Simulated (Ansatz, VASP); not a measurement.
## Two plane-wave programs on Al

Contents of INCAR:

```
SYSTEM = Al
ALGO     = Normal         ! electronic algorithm
EDIFF    = 1E-7           ! SCF threshold, eV
ENCUT    = 520            ! plane-wave cutoff, eV
GGA      = PS             ! functional
ISIF     = 2              ! what is computed and relaxed
ISMEAR   = 0              ! smearing method
LASPH    = .TRUE.         ! aspherical terms in the spheres
LCHARG   = .FALSE.        ! write CHGCAR
LREAL    = .FALSE.        ! projectors in reciprocal space
LWAVE    = .FALSE.        ! write WAVECAR
NBANDS   = 8              ! bands
NELM     = 100            ! most SCF steps
PREC     = Accurate       ! precision mode
SIGMA    = 0.15           ! smearing width, eV
```

KPOINTS

```
k-points
0
G
  26 26 26
  0 0 0
```

POSCAR

```
Al
1.0
   -1.6064390039      1.6064390039      1.6064390039
    1.6064390039     -1.6064390039      1.6064390039
    1.6064390039      1.6064390039     -1.6064390039
Al
1
Direct
    0.0000000000      0.0000000000      0.0000000000
```

Input for Ansatz:

```yaml
crystal:
  lattice:
    - [-1.6064390039, 1.6064390039, 1.6064390039]
    - [1.6064390039, -1.6064390039, 1.6064390039]
    - [1.6064390039, 1.6064390039, -1.6064390039]
  atoms:
    - { symbol: Al, position: [0.0, 0.0, 0.0] }
basis:
  ecutwfc: 420
kpoints:
  mp_grid: { grid: [26, 26, 26] }
hamiltonian:
  xc: pbesol
scf:
  occupations: { method: gaussian, width: 0.15 }
output:
  forces: true
  stress: true
  eigenvalues: true
  write_density: true
  write_potential: true
  elf: true
  volumetric_format: npy
```

Alike in both runs: task single point; functional PBEsol; k mesh 26 × 26 × 26; occupations gaussian, width 0.15 eV; no spin polarisation.

|  | VASP | Ansatz |
| --- | --- | --- |
| version | VASP 6.6.1 | Ansatz 0.2.0 |
| potentials or method | VASP PAW PBE potentials, release 64 (Al), cutoff 520 eV | scalar-relativistic, plane waves, PAW |
| valence electrons in the cell | 3 | 3 |

Ansatz gave:

```
gap on the k mesh at the Fermi level (eV) : none
pressure (GPa)                            : -0.1
```

Task: Estimate VASP's values.

Result: gap on the k mesh at the Fermi level (eV): none; pressure (GPa): 0.0.

VASP's potentials were made for PBE, not for PBEsol. A gap of «none» marks a metal or a gap that the smearing closes.
